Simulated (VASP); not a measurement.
Runs of VASP 6.6.1 on Tm3BF. The structure is that of space group P6/mmm (No. 191), or close to it. The cells are those of the table. 

| task | level | cell | k mesh | gap on the mesh (eV) | pressure (GPa) | relaxed volume (Å³/atom) |
| --- | --- | --- | --- | --- | --- | --- |
| single point | PBE+D3(BJ) | a = 6.072, b = 6.072, c = 3.392 Å, angles 90.0, 90.0, 120.0°, 5 atoms | 6 × 6 × 12 | none | (a) | - |
| relaxation of cell and atoms | PBE | relaxed from a = 6.065, b = 6.065, c = 3.381 Å, angles 90.0, 90.0, 120.0°, 5 atoms | 6 × 6 × 12 | none | 0.0 | 21.78 |
| relaxation of cell and atoms | PBE | relaxed from a = 6.065, b = 6.065, c = 3.381 Å, angles 90.0, 90.0, 120.0°, 5 atoms | 3 × 3 × 6 | none | 0.1 | 21.72 |
| single point | PBE | a = 6.072, b = 6.072, c = 3.392 Å, angles 90.0, 90.0, 120.0°, 5 atoms | 6 × 6 × 12 | none | 0.2 | - |
| single point | PBE | a = 6.065, b = 6.065, c = 3.381 Å, angles 90.0, 90.0, 120.0°, 5 atoms | 6 × 6 × 4 | none | 0.2 | - |

Alike in all rows: potentials or basis VASP PAW PBE potentials, release 64 (Tm_3, B, F), 4f in core; no spin polarisation; cutoff (eV) 600; smearing gaussian 0.1 eV.

Task: Estimate the missing entries.

Result: (a) -1.5.

Caveats: some runs use coarse meshes; spin-orbit coupling is left out, which moves the levels of the heavy elements; the 4f electrons are frozen in the core, so they carry no moment and show no levels; an odd number of electrons without spin polarisation forces a metal; a magnetic or distorted state may lie lower; the run has no spin polarisation, though such a crystal can be magnetic; three body term missing (at least some runs).

A k mesh can miss the band edges, and the runs leave out spin-orbit coupling on Tm.

A gap of «none» marks levels without a gap at the run's occupations.
